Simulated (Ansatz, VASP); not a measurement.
AlRu: VASP beside Ansatz

```
Al Ru
1.0
     2.99160    0.00000    0.00000
     0.00000    2.99160    0.00000
     0.00000    0.00000    2.99160
Al Ru
1 1
Direct
  0.91225 0.00000 0.00000
  0.50000 0.50000 0.50000
```

Change from the starting cell: all Al atoms moved +0.263 Å, as atom 1 towards its neighbour atom 1 (Al) at 2.992 Å.

Alike in both runs: task single point; functional PBEsol; k mesh 16 × 16 × 16; occupations gaussian, width 0.15 eV; no spin polarisation.

```csv
,VASP,Ansatz
version,VASP 6.6.1,Ansatz 0.2.0
potentials or method,"VASP PAW PBE potentials, release 64 (Al, Ru_pv), cutoff 520 eV","scalar-relativistic, plane waves, PAW"
valence electrons in the cell,17,19
```

```tsv
	VASP	Ansatz	Ansatz less VASP
gap on the k mesh at the Fermi level (eV)	none	none	-
pressure (GPa)	2.0	1.9	-0.12
traceless stress, the component that is largest in VASP (GPa)	-3.64	-3.57	+0.072
rms of the force components (eV/Å)	1.143	1.133	-0.0105
```

VASP's potentials were made for PBE, not for PBEsol. Atom by atom the forces differ by 0.010 eV/Å (rms over components). A gap of «none» marks a metal or a gap that the smearing closes. With one functional, cell and mesh, what is left measures potentials, basis and numerics. VASP's potentials hold 17 valence electrons a cell and Ansatz's 19, so a difference there can come from the potentials and not from the codes.
